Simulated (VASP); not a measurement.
**H6C3F4: single point with r2SCAN+D3(BJ)**

The system is H6C3F4.

```
C H F
1.0
     7.90566    0.00000    0.00000
     0.00000    7.90566    0.00000
     0.00000    0.00000    7.90566
C H F
9 18 12
Cartesian
  7.1167 5.4925 0.1584
  7.0560 4.3943 1.2135
  6.8955 2.5327 5.8837
  6.2252 2.6635 4.5199
  -0.3692 7.0272 4.2377
  0.8263 6.0831 4.1873
  3.2838 4.8138 7.9327
  2.5936 0.7538 7.4350
  2.4334 1.9857 3.1953
  8.0947 5.5289 -0.3223
  6.3791 5.3304 -0.6276
  6.9260 6.4763 0.5946
  6.0749 4.3452 1.6877
  7.2597 3.4135 0.7791
  7.7883 4.5598 2.0024
  7.6112 3.3384 6.0567
  6.1594 2.5725 6.6908
  7.4364 1.5858 5.9751
  5.5327 1.8396 4.3405
  5.6608 3.5986 4.4400
  6.9558 2.6539 3.7066
  -0.8370 7.0188 5.2266
  -0.0715 8.0604 4.0238
  -1.1324 6.7472 3.5018
  1.2884 6.0849 3.1966
  1.5917 6.3749 4.9119
  0.5298 5.0529 4.4148
  3.9374 5.9037 8.3056
  2.3135 4.5692 8.7973
  2.7657 4.9970 6.7277
  4.1188 3.7897 7.8971
  3.5564 0.9141 8.3277
  1.6948 -0.1023 7.8998
  2.0092 1.9169 7.2009
  3.1111 0.2845 6.3098
  2.8679 0.7490 3.4110
  1.4634 1.9624 2.2924
  1.9633 2.4950 4.3251
  3.4354 2.7325 2.7493
```

- Program: VASP 6.6.1
- Task: single point
- Functional: r2SCAN
- Dispersion: D3(BJ)
- Potentials or basis: VASP PAW PBE potentials, release 64 (C, H, F)
- Cutoff: 520 eV
- k mesh: 1 × 1 × 1
- Occupations: fermi-dirac, width 0.02 eV
- Spin: no spin polarisation

```
Pressure                   : 0.6 GPa
Largest force              : 0.620 eV/Å
Band gap on the k mesh     : 7.52 eV
Dispersion energy per atom : -0.017 eV
```

Forces in eV/Å, atoms in the order of the input:
```
C    0.011 -0.019  0.067
C   -0.001  0.028 -0.055
C   -0.037 -0.054 -0.035
C    0.042  0.063  0.046
C   -0.012  0.041 -0.043
C    0.000 -0.026  0.043
C   -0.046 -0.001 -0.017
C   -0.002 -0.030 -0.018
C    0.149 -0.069  0.021
H    0.037  0.000 -0.015
H   -0.049 -0.011 -0.046
H   -0.011  0.023  0.004
H   -0.046  0.003  0.014
H    0.002 -0.019 -0.004
H    0.053  0.016  0.045
H    0.034  0.023  0.001
H    0.015 -0.020 -0.029
H   -0.042  0.065 -0.020
H   -0.041 -0.035  0.001
H    0.031 -0.055  0.013
H   -0.008  0.012  0.031
H   -0.008  0.006 -0.043
H   -0.033 -0.115  0.010
H    0.059  0.017  0.081
H    0.025  0.000  0.018
H   -0.044 -0.021 -0.065
H    0.022  0.086 -0.014
F    0.274  0.485  0.153
F   -0.413 -0.111  0.379
F   -0.211  0.105 -0.520
F    0.392 -0.480 -0.021
F    0.438  0.062  0.411
F   -0.376 -0.372  0.183
F   -0.271  0.530 -0.103
F    0.213 -0.201 -0.469
F    0.090 -0.293  0.047
F   -0.392 -0.039 -0.383
F   -0.116  0.180  0.397
F    0.272  0.224 -0.072
```

Stress tensor (GPa, compression positive):
```
 0.74 -0.01  0.15
-0.01  0.48  0.05
 0.15  0.05  0.64
```

Levels at points of the mesh, in eV from the valence-band top:
| k point | band 65 | band 66 | band 67 | band 68 | band 69 | band 70 | band 71 | band 72 | band 73 | band 74 |
| --- | --- | --- | --- | --- | --- | --- | --- | --- | --- | --- |
| (0.00, 0.00, 0.00) | -0.25 | -0.23 | -0.17 | -0.10 | 0.00 | 7.52 | 9.18 | 9.41 | 9.53 | 9.71 |

Run time: 2.9 min on 1 thread of Intel(R) Xeon(R) 6975P-C (Granite Rapids) (shared host), peak memory 0.54 GiB.

Caveat: the k points lie up to 0.79 Å⁻¹ apart; the PAW data sets were made with another functional, which shifts forces and pressure a little.
